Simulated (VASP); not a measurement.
A run of VASP 6.6.1 is set up as follows.

Contents of INCAR:

```
SYSTEM = Br
ALGO = Normal
EDIFF = 1E-6
ENCUT = 520
GGA = PE
ISIF = 2
ISMEAR = -1
LASPH = .True.
LCHARG = .False.
LREAL = .False.
LWAVE = .False.
NBANDS = 22
NELM = 100
PREC = Accurate
SIGMA = 0.05
```

KPOINTS

```
k-points
0
Gamma
  7 7 3
  0 0 0
```

Contents of POSCAR:

```
Br
1.0
    3.4292128250     -2.3681017607      0.0000000000
    3.4292128250      2.3681017607      0.0000000000
    0.0000000000      0.0000000000      8.8729766646
Br
4
Direct
    0.3651000000      0.6349000000      0.3901000000
    0.1349000000      0.8651000000      0.8901000000
    0.6349000000      0.3651000000      0.6099000000
    0.8651000000      0.1349000000      0.1099000000
```

Potentials or basis: VASP PAW PBE potentials, release 64 (Br).

The run is started by

```console
$ cat potpaw_PBE.64/Br/POTCAR > POTCAR
$ mpirun -np 1 vasp_std > vasp.out
```

Problem. Predict the pressure.

Solution. 0.2 GPa.

Problem. Predict the band gap on the k mesh.

Solution. 1.73 eV, indirect (least direct gap 1.75 eV).

Stress tensor (GPa, compression positive):
```
 0.86  0.00  0.00
 0.00 -0.20  0.00
 0.00  0.00  0.04
```

A k mesh can miss the band edges. A hybrid or GW would open this gap; PBE tends to underestimate it.
